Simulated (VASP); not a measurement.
Set up this calculation in VASP 6.6.1, as the native input.

| Quantity | Value |
| --- | --- |
| Task | single point |
| Functional | PBEsol |
| Potentials or basis | VASP PAW PBE potentials, release 64 (Sb, Ga_d) |
| Cutoff | 520 eV |
| k mesh | 10 × 10 × 10 |
| Occupations | fermi-dirac, width 0.05 eV |
| Spin | no spin polarisation |
| Dipole correction | no |
| Further INCAR settings | ALGO = Normal; EDIFF = 1e-06; NBANDS = 16 |

The structure of GaSb lies in POSCAR:

```
GaSb
1.0
   -1.5241390061      2.6203957796      2.8342492230
    1.5241390061     -2.6203957796      2.8342492230
    1.5241390061      2.6203957796     -2.8342492230
Sb Ga
1 1
Direct
    0.5000000000      0.5000000000      0.0000000000
    0.0000000000      0.0000000000      0.0000000000
```

One way to write it, as run:

INCAR

```
SYSTEM = GaSb
PREC = Accurate ; ENCUT = 520
EDIFF = 1E-6 ; ISMEAR = -1
SIGMA = 0.05 ; LREAL = .False.
LASPH = .True. ; NELM = 80
ALGO = Normal ; ISIF = 2
LWAVE = .False. ; LCHARG = .True.
GGA = PS ; LELF = .True.
LVHAR = .True. ; NBANDS = 16
```

KPOINTS

```
Automatic mesh
0
Gamma
  10 10 10
  0 0 0
```

Potentials or basis: VASP PAW PBE potentials, release 64 (Sb, Ga_d).

The run is started by

```sh
$ cat potpaw_PBE.64/Sb/POTCAR potpaw_PBE.64/Ga_d/POTCAR > POTCAR
$ mpirun -np 1 vasp_std > vasp.out
```

Results of the run:

| Quantity | Value |
| --- | --- |
| Pressure | 0.3 GPa |
| Band gap on the k mesh | zero (band 9 reaches 9.28 eV, above the bottom of band 10 at 4.37 eV) |

Caveat: the PAW data sets were made with another functional, which shifts forces and pressure a little; spin-orbit coupling is left out, which moves the levels of the heavy elements.

Run time: 120 s on 1 thread of Intel(R) Xeon(R) Platinum 8488C (Sapphire Rapids), on a shared host, peak memory 0.27 GiB.
